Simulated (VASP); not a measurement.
Si2B, 3 atoms in the cell. The structure is trigonal, space group P-3m1 (No. 164). The conventional cell has a = 2.767 Å, b = 2.767 Å, c = 4.572 Å, α = 90.00°, β = 90.00°, γ = 120.00°. Si (site symmetry 3m) has 3 B at 2.21 Å and 9 Si at 2.21 to 2.77 Å within 2.9 Å. Within 2.9 Å of B (site symmetry -3m) lie 6 Si at 2.21 Å and 6 B at 2.77 Å. The cell was generated, and may not be a known phase.

```yaml
Program: VASP 6.6.1
Task: single point
Functional: PBE
Potentials_or_basis: VASP PAW PBE potentials, release 64 (Si, B)
Cutoff: 520 eV
k_mesh: 6 × 6 × 4
Occupations: gaussian, width 0.1 eV
Spin: no spin polarisation
Dipole_correction: no
Further_INCAR_settings: ALGO = Normal; EDIFF = 1e-07; NBANDS = 12
```

Potentials or basis: VASP PAW PBE potentials, release 64 (Si, B).

Launch:

```bash
$ cat potpaw_PBE.64/Si/POTCAR potpaw_PBE.64/B/POTCAR > POTCAR
$ mpirun -np 1 vasp_std > vasp.out
```

Hardware: 1 thread of Intel Xeon 8259CL, on a shared host.

Problem. How long does it take, and how much memory?

Solution. It took 18 s on 1 thread of Intel Xeon 8259CL (shared host), peak memory 0.15 GiB. Counts: scf iterations 12, k points 24.
